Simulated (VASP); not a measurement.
# AlNi (P4/mmm) in VASP: notebook

Runs on AlNi. Level: PBEsol. Tasks: single point.

All numbers are computed with VASP 6.6.1; they aren't measurements. Logs are shortened: lines on timing, memory, paths and dates and some standing lists are left out, and cuts for length are marked.

## 1. The cell of the first run

It takes space group P4/mmm (No. 123, tetragonal). Conventional cell: a = 2.881 Å, b = 2.881 Å, c = 3.111 Å, α = 90.00°, β = 90.00°, γ = 90.00°. Within 3.4 Å of Al (site symmetry 4/mmm) lie 8 Ni at 2.56 Å and 6 Al at 2.88 to 3.11 Å. Ni (site symmetry 4/mmm) has 8 Al at 2.56 Å and 6 Ni at 2.88 to 3.11 Å within 3.4 Å.

## 2. Single point, PBEsol (strain +0.000 along x and y, +0.080 along z)

The input, INCAR:

```
SYSTEM = AlNi
PREC     = Accurate       ! precision mode
ENCUT    = 520            ! plane-wave cutoff, eV
EDIFF    = 1E-7           ! SCF threshold, eV
ISMEAR   = 0              ! smearing method
SIGMA    = 0.15           ! smearing width, eV
LREAL    = .False.        ! projectors in reciprocal space
LASPH    = .True.         ! aspherical terms in the spheres
NELM     = 60             ! most SCF steps
ALGO     = Fast           ! electronic algorithm
ISIF     = 2              ! what is computed and relaxed
LWAVE    = .False.        ! write WAVECAR
LCHARG   = .False.        ! write CHGCAR
GGA      = PS             ! functional
NBANDS   = 14             ! bands
```

The input, KPOINTS:

```
Automatic mesh
0
Gamma
  16 16 16
  0 0 0
```

The input, POSCAR:

```
AlNi
1.0
    2.8810000000      0.0000000000      0.0000000000
    0.0000000000      2.8810000000      0.0000000000
    0.0000000000      0.0000000000      3.1114800000
Al Ni
1 1
Direct
    0.0000000000      0.0000000000      0.0000000000
    0.5000000000      0.5000000000      0.5000000000
```

Potentials or basis: VASP PAW PBE potentials, release 64 (Al, Ni).

Launch:

```sh
> cat potpaw_PBE.64/Al/POTCAR potpaw_PBE.64/Ni/POTCAR > POTCAR
> mpirun -np 1 vasp_std > vasp.out
```

OUTCAR:

```text
SYSTEM = AlNi
   PREC = Accurate
   ENCUT = 520
   EDIFF = 1E-7
   ISMEAR = 0
   LREAL = .False.
   LASPH = .True.
   NELM = 60
   ISIF = 2
   GGA = PS

 ion  position               nearest neighbor table
   1  0.000  0.000  0.000-   2 2.56   2 2.56   2 2.56   2 2.56   2 2.56   2 2.56   2 2.56   2 2.56

   2  0.500  0.500  0.500-   1 2.56   1 2.56   1 2.56   1 2.56   1 2.56   1 2.56   1 2.56   1 2.56

  LATTYP: Found a simple tetragonal cell.
 ALAT       =     2.8810000000
 C/A-ratio  =     1.0800000000

  Lattice vectors:

 A1 = (   2.8810000000,   0.0000000000,   0.0000000000)
 A2 = (   0.0000000000,   2.8810000000,   0.0000000000)
 A3 = (   0.0000000000,   0.0000000000,   3.1114800000)

Analysis of symmetry for initial positions (statically):
=====================================================================
 Subroutine PRICEL returns:
 Original cell was already a primitive cell.

 Routine SETGRP: Setting up the symmetry group for a
 simple tetragonal supercell.

 Subroutine GETGRP returns: Found 16 space group operations
 (whereof 16 operations were pure point group operations)
 out of a pool of 16 trial point group operations.

The static configuration has the point symmetry D_4h.

Analysis of symmetry for dynamics (positions and initial velocities):
=====================================================================
 Subroutine PRICEL returns:
 Original cell was already a primitive cell.

 Routine SETGRP: Setting up the symmetry group for a
 simple tetragonal supercell.

 Subroutine GETGRP returns: Found 16 space group operations
 (whereof 16 operations were pure point group operations)
 out of a pool of 16 trial point group operations.

The dynamic configuration has the point symmetry D_4h.

 Subroutine INISYM returns: Found 16 space group operations
 (whereof 16 operations are pure point group operations),
 and found     1 'primitive' translations

----------------------------------------------------------------------------------------

                                     Primitive cell

  volume of cell :      25.8258

  direct lattice vectors                    reciprocal lattice vectors
     2.881000000  0.000000000  0.000000000     0.347101701  0.000000000  0.000000000
     0.000000000  2.881000000  0.000000000     0.000000000  0.347101701  0.000000000
     0.000000000  0.000000000  3.111480000     0.000000000  0.000000000  0.321390464

  length of vectors
     2.881000000  2.881000000  3.111480000     0.347101701  0.347101701  0.321390464

  position of ions in fractional coordinates (direct lattice)
     0.000000000  0.000000000  0.000000000
     0.500000000  0.500000000  0.500000000

  ion indices of the primitive-cell ions
   primitive index   ion index
                 1           1
                 2           2

----------------------------------------------------------------------------------------

 KPOINTS: Automatic mesh

Automatic generation of k-mesh.
 Grid dimensions read from file:
 generate k-points for:   16   16   16

 Generating k-lattice:

  Cartesian coordinates                     Fractional coordinates (reciprocal lattice)
     0.021693856  0.000000000  0.000000000     0.062500000  0.000000000  0.000000000
     0.000000000  0.021693856  0.000000000     0.000000000  0.062500000  0.000000000
     0.000000000  0.000000000  0.020086904     0.000000000  0.000000000  0.062500000

  Length of vectors
     0.021693856  0.021693856  0.020086904

  Shift w.r.t. Gamma in fractional coordinates (k-lattice)
     0.000000000  0.000000000  0.000000000

 Subroutine IBZKPT returns following result:
 ===========================================

 Found    405 irreducible k-points:

 Following reciprocal coordinates:
            Coordinates               Weight
  0.000000  0.000000  0.000000      1.000000
  0.062500  0.000000  0.000000      4.000000
  0.125000  0.000000  0.000000      4.000000
  0.187500  0.000000  0.000000      4.000000
  0.250000  0.000000  0.000000      4.000000
  0.312500  0.000000  0.000000      4.000000
[... 16 lines left out ...]
  0.437500  0.125000  0.000000      8.000000
  0.500000  0.125000  0.000000      4.000000
 [... further k-points ...]
   k-points           NKPTS =    405   k-points in BZ     NKDIM =    405   number of bands    NBANDS=     14
   number of dos      NEDOS =    301   number of ions     NIONS =      2
   total plane-waves  NPLWV =  13824
   dimension x,y,z NGX =    24 NGY =   24 NGZ =   24
   dimension x,y,z NGXF=    48 NGYF=   48 NGZF=   48
   ions per type =               1   1
   NGX,Y,Z   is equivalent  to a cutoff of  13.85, 13.85, 12.82 a.u.
   NGXF,Y,Z  is equivalent  to a cutoff of  27.70, 27.70, 25.65 a.u.
 SYSTEM =  AlNi
   PREC   = accura    normal or accurate (medium, high low for compatibility)
   ISTART =      0    job   : 0-new  1-cont  2-samecut
   ICHARG =      2    charge: 1-file 2-atom 10-const
   ISPIN  =      1    spin polarized calculation?
   LNONCOLLINEAR =      F non collinear calculations
   LSORBIT =      F    spin-orbit coupling
   LASPH  =      T    aspherical Exc in radial PAW
   ENCUT  =  520.0 eV  38.22 Ry    6.18 a.u.   5.36  5.36  5.79*2*pi/ulx,y,z
   NELM   =     60;   NELMIN=  2; NELMDL= -5     # of ELM steps
   EDIFF  = 0.1E-06   stopping-criterion for ELM
   LREAL  =      F    real-space projection
   EDIFFG = 0.1E-05   stopping-criterion for IOM
   NSW    =      0    number of steps for IOM
   IBRION =     -1    ionic relax: 0-MD 1-quasi-New 2-CG
   NFREE  =      0    steps in history (QN), initial steepest desc. (CG)
   ISIF   =      2    stress and relaxation
   ISYM   =      2    0-nonsym 1-usesym 2-fastsym
   POTIM  = 0.5000    time-step for ionic-motion
   TEBEG  =    0.0;   TEEND  =   0.0 temperature during run
   PSTRESS=    0.0 pullay stress
   NELECT =      13.0000    total number of electrons
   NUPDOWN=      -1.0000    fix difference up-down
   EMIN   =  10.00;   EMAX   =-10.00  energy-range for DOS
   EFERMI =   0.00;   METHOD = LEGACY
   ISMEAR =     0;   SIGMA  =   0.15  broadening in eV -4-tet -1-fermi 0-gaus
   EFERMI_NEDOS =   21; number of points for ismear=-14 and -15
   IALGO  =     68    algorithm
   IMIX   =      4    mixing-type and parameters
     AMIX     =   0.40;   BMIX     =  1.00
     AMIX_MAG =   1.60;   BMIX_MAG =  1.00
  volume/ion in A,a.u.               =      12.91        87.14
  Fermi-wavevector in a.u.,A,eV,Ry     =   1.302281  2.460955 23.074615  1.695936
  Thomas-Fermi vector in A             =   2.433360
   LORBIT       =      0    0 simple, 1 ext, 2 COOP (PROOUT), +10 PAW based schemes
   GGA     = PS    functional components
   LHFCALC =     F    Hartree Fock is set to
   AEXX    =    0.0000 exact exchange contribution
   IVDW    =     0    specifies the selected vdW correction
   LEPSILON=     F    determine dielectric tensor
   LRPA    =     F    only Hartree local field effects (RPA)
 non-spin polarized calculation
 RMM-DIIS sequential band-by-band and
 Gauss-broadening in eV      SIGMA  =   0.15
  energy-cutoff  :      520.00
  volume of cell :       25.83
 maximum number of plane-waves:       712
 NGX is ok and might be reduce to    24
   NGX = 11   NGY = 11   NGZ = 11

 number of electron      13.0000016 magnetization

 Free energy of the ion-electron system (eV)
  ---------------------------------------------------
  ext. energy  EPLUGINS =         0.00000000
  ---------------------------------------------------
  free energy    TOTEN  =       -11.46737787 eV

  energy without entropy =      -11.45603001  energy(sigma->0) =      -11.46170394

 E-fermi :   8.9205     XC(G=0): -11.7982

 val. band max:        8.9153658480   @ k =   0.4375   0.2500   0.4375
 cond. band min:       8.9296075920   @ k =   0.1875   0.1250   0.3125
 fundamental gap:      0.0142417440
 Fermi energy:         8.9204731718

 k-point     1 :       0.0000    0.0000    0.0000
  band No.  band energies     occupation
      1      -1.6672      2.00000
      2       5.9858      2.00000
      3       6.0565      2.00000
      4       7.4772      2.00000
      5       7.4772      2.00000
      6       7.6601      2.00000
      7      12.4689      0.00000
      8      14.9855      0.00000
      9      14.9855      0.00000
     10      16.2248      0.00000
     11      17.1208      0.00000
     12      21.6168      0.00000
     13      28.4704      0.00000
     14      28.4705      0.00000

 k-point     2 :       0.0625    0.0000    0.0000
  band No.  band energies     occupation
      1      -1.5955      2.00000
      2       6.0007      2.00000
      3       6.0605      2.00000
      4       7.4354      2.00000
      5       7.4808      2.00000
      6       7.6324      2.00000
      7      12.5733      0.00000
      8      14.0949      0.00000
      9      15.0753      0.00000
     10      16.3010      0.00000
     11      17.7707      0.00000
     12      21.9684      0.00000
     13      27.4471      0.00000
     14      28.4866      0.00000

 k-point     3 :       0.1250    0.0000    0.0000
  band No.  band energies     occupation
      1      -1.3811      2.00000
      2       6.0232      2.00000
      3       6.0797      2.00000
      4       7.3223      2.00000
      5       7.4912      2.00000
      6       7.5556      2.00000
      7      12.6429      0.00000
      8      12.8748      0.00000
      9      15.3391      0.00000
     10      16.3680      0.00000
     11      18.6515      0.00000
     12      23.0399      0.00000
     13      25.8378      0.00000
     14      27.8186      0.00000
[... 324 lines left out ...]
 k-point    23 :       0.4375    0.1250    0.0000
  band No.  band energies     occupation
      1       1.9287      2.00000
      2       3.8078      2.00000
      3       6.5243      2.00000
      4       6.6869      2.00000
      5       6.9924      2.00000
      6       7.4531      2.00000
      7       8.5449      1.99960
      8      15.7095      0.00000
      9      16.7695      0.00000
     10      17.4551      0.00000
     11      18.9964      0.00000
     12      19.3996      0.00000
     13      22.2421      0.00000
     14      24.5693      0.00000

 k-point    24 :       0.5000    0.1250    0.0000
  band No.  band energies     occupation
      1       2.7675      2.00000
      2       2.9349      2.00000
      3       6.5527      2.00000
      4       6.6616      2.00000
      5       6.9698      2.00000
      6       7.4576      2.00000
      7       8.4800      1.99997
      8      16.0821      0.00000
      9      17.2412      0.00000
     10      17.5367      0.00000
     11      18.1331      0.00000
     12      19.2427      0.00000
     13      22.0542      0.00000
     14      24.7381      0.00000

 [... further k-points ...]
[... 5 lines left out ...]
  --------------------------------------------------------------------------------------
  -------------------------------------------------------------------------------------
  Total       -1.9205762     -1.9205762     -2.5289935      0.0000000      0.0000000      0.0000000
  in kB     -119.1485041   -119.1485041   -156.8934350      0.0000000      0.0000000      0.0000000
  external PRESSURE =    -131.7301477 kB  Pullay stress =       0.0000000 kB

 VOLUME and BASIS-vectors are now :
 -----------------------------------------------------------------------------
  energy-cutoff  :      520.00
  volume of cell :       25.83
      direct lattice vectors                 reciprocal lattice vectors
     2.881000000  0.000000000  0.000000000     0.347101701  0.000000000  0.000000000
     0.000000000  2.881000000  0.000000000     0.000000000  0.347101701  0.000000000
     0.000000000  0.000000000  3.111480000     0.000000000  0.000000000  0.321390464

 POSITION                                       TOTAL-FORCE (eV/Angst)
 -----------------------------------------------------------------------------------
      0.00000      0.00000      0.00000         0.000000      0.000000      0.000000
      1.44050      1.44050      1.55574         0.000000      0.000000      0.000000
 -----------------------------------------------------------------------------------
    total drift:                                0.000000      0.000000     -0.000000

  FREE ENERGIE OF THE ION-ELECTRON SYSTEM (eV)
  ---------------------------------------------------
  free  energy   TOTEN  =       -11.4673778655 eV

  energy  without entropy=      -11.4560300083  energy(sigma->0) =      -11.46170394
```

Run time: 5.6 min. Hardware: 1 thread of AMD EPYC 7R13, shared host; peak memory 0.23 GiB.

Results:

```yaml
Free_energy: -11.4674 eV
Pressure: -13.2 GPa
```

Caveat: the cell differs from its parent crystal (strain +0.000 along x and y, +0.080 along z); the PAW data sets were made with another functional, which shifts forces and pressure a little. Spin polarisation is off, so any magnetic state and its effect on volume and gap are missing.

(Part 1 of 2 ends here.)
